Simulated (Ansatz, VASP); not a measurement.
One calculation of In4O, two programs

```
In O
1.0
    -3.25935    3.25935    3.25935
     3.25935   -3.25935    3.25935
     3.25935    3.25935   -3.25935
In O
4 1
Direct
  0.40137 0.40137 0.40137
  0.59863 0.00000 0.00000
  0.00000 0.00000 0.59863
  0.00000 0.59863 0.00000
  0.00000 0.00000 0.00000
```

Change from the starting cell: species swapped into the GeF4 type (I-43m, No. 217).

Alike in both runs: task single point; functional PBE; k mesh 4 × 4 × 4; occupations gaussian, width 0.1 eV; collinear spin.

```csv
,VASP,Ansatz
version,VASP 6.6.1,Ansatz 0.2.0
potentials or method,"VASP PAW PBE potentials, release 64 (In_d, O), cutoff 520 eV","scalar-relativistic, plane waves, PAW"
valence electrons in the cell,58,58
```

```csv
,VASP,Ansatz,Ansatz less VASP
gap on the k mesh at the Fermi level (eV),none,none,-
pressure (GPa),-0.2,-0.2,-0.01
rms of the force components (eV/Å),0.000,0.011,+0.0107
net moment per atom (μB),0.01,0.00,-0.005
```

Atom by atom the forces differ by 0.011 eV/Å (rms over components). A gap of «none» marks a metal or a gap that the smearing closes. Ansatz's warnings: seeded moment not kept.
